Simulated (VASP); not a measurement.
# Co4F: single point with PBE

The system is Co4F.

```
Co F
1.0
    -2.53399    2.53399    2.53399
     2.53399   -2.53399    2.53399
     2.53399    2.53399   -2.53399
Co F
4 1
Direct
  0.00000 0.00000 0.50000
  0.50000 0.00000 0.00000
  0.50000 0.50000 0.50000
  0.00000 0.50000 0.00000
  0.00000 0.00000 0.00000
```

The cell was built from a structure type or drawn by symmetry, and may not be a known phase.

```
Program                : VASP 6.6.1
Task                   : single point
Functional             : PBE
Potentials or basis    : VASP PAW PBE potentials, release 64 (Co, F)
Cutoff                 : 520 eV
k mesh                 : 6 × 6 × 6
Occupations            : gaussian, width 0.1 eV
Spin                   : collinear spin, ferromagnetic start
Starting moments       : [3.0, 3.0, 3.0, 3.0, 0.0] μB
Dipole correction      : no
Further INCAR settings : ALGO = Normal; EDIFF = 1e-07; NBANDS = 34
```

```yaml
Pressure: -0.4 GPa
Net_moment: 8.14 μB per cell
Site_moments: Co +2.01; F +0.15 μB
Valence_electrons_inside_the_program's_atomic_spheres: Co 7.93; F 6.08
```

Levels at points of the mesh, in eV from the Fermi level:
Spin up:
```
           k point  band 23  band 24  band 25  band 26  band 27  band 28
(0.00, 0.00, 0.00)    -0.69    -0.69    -0.69     3.88     3.88     3.88
(0.50, 0.00, 0.00)    -1.72    -1.60    -1.26    -0.39     3.05     3.90
(0.50, 0.50, 0.50)    -1.24    -1.24    -0.64    -0.64     2.72     2.98
```
Spin down:
| k point | band 13 | band 14 | band 15 | band 16 | band 17 | band 18 | band 19 | band 20 | band 21 | band 22 |
| --- | --- | --- | --- | --- | --- | --- | --- | --- | --- | --- |
| (0.00, 0.00, 0.00) | -0.68 | 0.02 | 0.02 | 0.02 | 0.13 | 0.13 | 0.13 | 0.84 | 0.84 | 0.84 |
| (0.50, 0.00, 0.00) | -0.84 | -0.84 | -0.81 | -0.60 | -0.24 | -0.22 | -0.08 | 0.01 | 0.22 | 0.33 |
| (0.50, 0.50, 0.50) | -0.98 | -0.98 | -0.98 | -0.14 | -0.14 | -0.14 | 0.79 | 0.79 | 0.90 | 0.90 |

Run time: 57 s on 1 thread of AMD EPYC 9R45 96-Core Processor (Zen 5), on a shared host, peak memory 0.23 GiB.

With open d or f shells a metallic result of PBE can be an artefact of self-interaction; +U or a hybrid may open a gap.
